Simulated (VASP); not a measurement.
Input of a VASP 6.6.1 run:

Contents of POSCAR:

```
Os
1.0
    2.7341000000      0.0000000000      0.0000000000
   -1.3670500000      2.3678000565      0.0000000000
    0.0000000000      0.0000000000      4.3197000000
Os
2
Direct
    0.6666666667      0.3333333333      0.7500000000
    0.3333333333      0.6666666667      0.2500000000
```

File INCAR.step1:

```
PREC = Accurate ; ENCUT = 520
ISMEAR = -1 ; SIGMA = 0.05
LREAL = False ; LASPH = True
NELM = 60 ; NBANDS = 15
GGA = PE ; ALGO = Normal
EDIFF = 1E-4 ; LWAVE = True
LCHARG = False
```

INCAR.step2

```
PREC = Accurate ; ENCUT = 520
EDIFF = 1E-7 ; ISMEAR = -1
SIGMA = 0.05 ; LREAL = False
LASPH = True ; NELM = 60
ALGO = Normal ; ISIF = 2
LWAVE = False ; LCHARG = False
METAGGA = R2SCAN ; LMIXTAU = True
NBANDS = 15 ; ISTART = 1
```

File KPOINTS:

```
regular mesh
0
Gamma
  11 11 6
```

Potentials or basis: VASP PAW PBE potentials, release 64 (Os).

The run is started by

```sh
$ cat potpaw_PBE.64/Os/POTCAR > POTCAR
$ cp INCAR.step1 INCAR
$ mpirun -np 1 vasp_std > vasp.out
$ cp INCAR.step2 INCAR
$ mpirun -np 1 vasp_std > vasp.out
```

(1) Estimate the pressure.

(2) Predict the band gap on the k mesh.

## Answers

(1) 2.1 GPa.

(2) zero (band 8 reaches 11.44 eV, above the bottom of band 9 at 7.39 eV).

Caveat: the PAW data sets were made with another functional, which shifts forces and pressure a little; spin-orbit coupling is left out, which moves the levels of the heavy elements.
